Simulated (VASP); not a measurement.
**Sb: single point with r2SCAN**

Crystal: Sb.

```xyz
1
Lattice="3.2390 0.0000 0.0000 0.0000 3.2390 0.0000 0.0000 0.0000 3.1600" Properties=species:S:1:pos:R:3 pbc="T T T"
Sb    0.0000    0.0000    0.0000
```

This cell differs from its parent crystal: strain +0.025 along x and y, +0.000 along z.

```json
{"Program": "VASP 6.6.1", "Task": "single point", "Functional": "r2SCAN", "Potentials or basis": "VASP PAW PBE potentials, release 64 (Sb)", "Cutoff": "520 eV", "k mesh": "16 × 16 × 16", "Occupations": "gaussian, width 0.15 eV", "Spin": "no spin polarisation", "Dipole correction": "no", "Further INCAR settings": "ALGO = Normal; EDIFF = 1e-06; NBANDS = 8"}
```

* Pressure: -5.6 GPa
* Band gap on the k mesh: zero (an odd number of electrons rules out a gap without spin polarisation)

Stress tensor (GPa, compression positive):
```
-6.02  0.00  0.00
 0.00 -6.02  0.00
 0.00  0.00 -4.63
```

Levels at points of the mesh, in eV from the Fermi level:
| k point | band 1 | band 2 | band 3 | band 4 | band 5 | band 6 | band 7 |
| --- | --- | --- | --- | --- | --- | --- | --- |
| (0.00, 0.00, 0.00) | -12.20 | 2.92 | 2.92 | 3.60 | 7.01 | 7.21 | 8.54 |
| (0.50, 0.00, 0.00) | -10.11 | -5.13 | 4.63 | 5.31 | 9.02 | 11.06 | 11.47 |
| (0.50, 0.50, 0.00) | -7.90 | -3.36 | -3.36 | 2.82 | 7.04 | 12.78 | 13.78 |
| (0.00, 0.00, 0.50) | -9.80 | -5.21 | 4.88 | 4.88 | 9.07 | 10.78 | 11.45 |
| (0.50, 0.00, 0.50) | -7.56 | -3.48 | -3.14 | 2.87 | 6.59 | 12.59 | 13.19 |
| (0.50, 0.50, 0.50) | -5.09 | -1.85 | -1.48 | -1.48 | 5.27 | 5.27 | 5.47 |

Wall time 83 s on 1 thread of Intel(R) Xeon(R) Platinum 8488C (Sapphire Rapids), with other jobs on the host, peak memory 0.22 GiB.

Caveat: the cell differs from its parent crystal (strain +0.025 along x and y, +0.000 along z); the cell stands under tension; the PAW data sets were made with another functional, which shifts forces and pressure a little; spin-orbit coupling is left out, which moves the levels of the heavy elements.
